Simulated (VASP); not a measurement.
Write the native input for VASP 6.6.1 that does the following.

- Task: single point
- Functional: LDA
- Potentials or basis: VASP PAW LDA potentials, release 64 (Nb_sv)
- Cutoff: 520 eV
- k mesh: 12 × 12 × 12
- Occupations: fermi-dirac, width 0.05 eV
- Spin: no spin polarisation
- Dipole correction: no
- Further INCAR settings: ALGO = Normal; EDIFF = 1e-06; NBANDS = 20

The structure of Nb lies in POSCAR:

```
Nb
1.0
    0.0000000000      2.8628363336      2.8628363336
    2.8628363336      0.0000000000      2.8628363336
    2.8628363336      2.8628363336      0.0000000000
Nb
2
Direct
   -0.1250000000     -0.1250000000     -0.1250000000
    0.1250000000      0.1250000000      0.1250000000
```

This isn't the form of Nb at room conditions, which is bcc.

These files were run (other wordings do the same):

INCAR

```
  PREC = Accurate
  ENCUT = 520
  EDIFF = 1E-6
  ISMEAR = -1
  SIGMA = 0.05
  LREAL = F
  LASPH = T
  NELM = 100
  ALGO = Normal
  ISIF = 2
  LWAVE = F
  LCHARG = F
  GGA = CA
  NBANDS = 20
```

KPOINTS

```
Automatic mesh
0
Gamma
  12 12 12
```

Potentials or basis: VASP PAW LDA potentials, release 64 (Nb_sv).

Run with:

```bash
$ cat potpaw_LDA.64/Nb_sv/POTCAR > POTCAR
$ mpirun -np 1 vasp_std > vasp.out
```

Results of the run:

The pressure is 1.2 GPa. The band gap on the k mesh is zero (bands 13 and 14 overlap by 1.69 eV).

Wall time 110 s on 1 thread of Intel Xeon 8259CL (shared host), peak memory 0.18 GiB.
